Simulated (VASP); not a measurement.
Write the native input for VASP 6.6.1 that does the following.

| Quantity | Value |
| --- | --- |
| Task | relaxation of cell and atoms |
| Functional | PBE |
| Potentials or basis | VASP PAW PBE potentials, release 64 (Si, C) |
| Cutoff | 600 eV |
| k mesh | 12 × 12 × 6 |
| Occupations | gaussian, width 0.02 eV |
| Spin | no spin polarisation |
| Dipole correction | no |
| Further INCAR settings | ALGO = Normal; EDIFF = 1e-06; IBRION = 2; EDIFFG = -0.005; NSW = 100; ISIF = 3 |

The structure of SiC lies in POSCAR:

```
SiC
1.0
    3.0735139282      0.0000000000      0.0000000000
   -1.5367569641      2.6617411407      0.0000000000
    0.0000000000      0.0000000000      5.0452477100
Si C
2 2
Direct
    0.3333333300      0.6666666700      0.4996024000
    0.6666666700      0.3333333300      0.9996024000
    0.3333333300      0.6666666700      0.8753976000
    0.6666666700      0.3333333300      0.3753976000
```

One way to write it, as run:

INCAR

```
  PREC = Accurate
  ENCUT = 600
  EDIFF = 1E-6
  ISMEAR = 0
  SIGMA = 0.02
  LREAL = False
  LASPH = True
  NELM = 80
  ALGO = Normal
  ISIF = 3
  LWAVE = False
  LCHARG = False
  GGA = PE
  IBRION = 2
  NSW = 100
  EDIFFG = -0.005
```

KPOINTS

```
Automatic mesh
0
Gamma
  12 12 6
```

Potentials or basis: VASP PAW PBE potentials, release 64 (Si, C).

The run is started by

```sh
$ cat potpaw_PBE.64/Si/POTCAR potpaw_PBE.64/C/POTCAR > POTCAR
$ mpirun -np 1 vasp_std > vasp.out
```

Results of the run:

The relaxed volume is 10.49 Å³/atom. The relaxed cell is a = 3.091 Å, b = 3.091 Å, c = 5.073 Å, α = 90.00°, β = 90.00°, γ = 120.00°, the space group after relaxing (to 0.05 Å) is P6_3mc (No. 186) and the energy gained by relaxing is 2.0 meV/atom. The ionic steps are 7, the pressure after relaxing is 0.0 GPa and the band gap on the k mesh is 2.30 eV, indirect (least direct gap 3.94 eV).

Wall time 120 s on 1 thread of Intel(R) Xeon(R) Platinum 8259CL CPU @ 2.50GHz (Skylake/Cascade Lake) (shared host), peak memory 0.2 GiB.
